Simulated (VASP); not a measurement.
Runs of VASP 6.6.1 on MnO2. The structure is that of space group P-3m1 (No. 164), or close to it. The cells are those of the table. 

| task | level | potentials or basis | cell | k mesh | cutoff (eV) | gap on the mesh (eV) | pressure (GPa) | moment (μB) | largest force (eV/Å) |
| --- | --- | --- | --- | --- | --- | --- | --- | --- | --- |
| single point | LDA | VASP PAW LDA potentials, release 64 (Mn_pv, O) | a = 2.857, b = 2.857, c = 4.601 Å, angles 90.0, 90.0, 120.0°, 3 atoms | 11 × 11 × 6 | 520 | 0.31 | (b) | 3.00 | 0.46 |
| single point | PBEsol | VASP PAW PBE potentials, release 64 (Mn_sv, O) | a = 2.857, b = 2.857, c = 4.555 Å, angles 90.0, 90.0, 120.0°, 3 atoms | 9 × 9 × 5 | 600 | 0.69 | -1.9 | 3.00 | - |
| single point | PBE | VASP PAW PBE potentials, release 64 (Mn_pv, O) | a = 2.857, b = 2.857, c = 4.601 Å, angles 90.0, 90.0, 120.0°, 3 atoms | 11 × 11 × 6 | 520 | 0.81 | 5.8 | 3.00 | 0.31 |
| single point | r2SCAN | VASP PAW PBE potentials, release 64 (Mn_pv, O) | a = 2.857, b = 2.857, c = 4.601 Å, angles 90.0, 90.0, 120.0°, 3 atoms | 11 × 11 × 6 | 520 | 1.89 | (a) | 3.00 | 0.01 |
| relaxation of cell and atoms | PBEsol | VASP PAW PBE potentials, release 64 (Mn_pv, O) | relaxed to 10 GPa from a = 2.857, b = 2.857, c = 4.601 Å, angles 90.0, 90.0, 120.0°, 3 atoms | 11 × 11 × 6 | 600 | 0.42 | 10.0 | 3.00 | - |

Alike in all rows: spin collinear, ferromagnetic start; smearing fermi-dirac 0.05 eV.

Question: Estimate the missing entries.

Answer: (a) 0.3; (b) -7.8.

Caveats: an odd mesh through Γ misses points on the zone boundary, where band edges can lie; a cell with one magnetic atom can't hold antiferromagnetic order, which such compounds often take; the PAW data sets were made with another functional, which shifts forces and pressure a little (at least some runs); the cell stands under tension (at least some runs); the cell stands under pressure (at least some runs); the cell is relaxed towards a set pressure, so the run minimises the enthalpy, not the energy (at least some runs).

The runs don't all hold the same shells in valence.
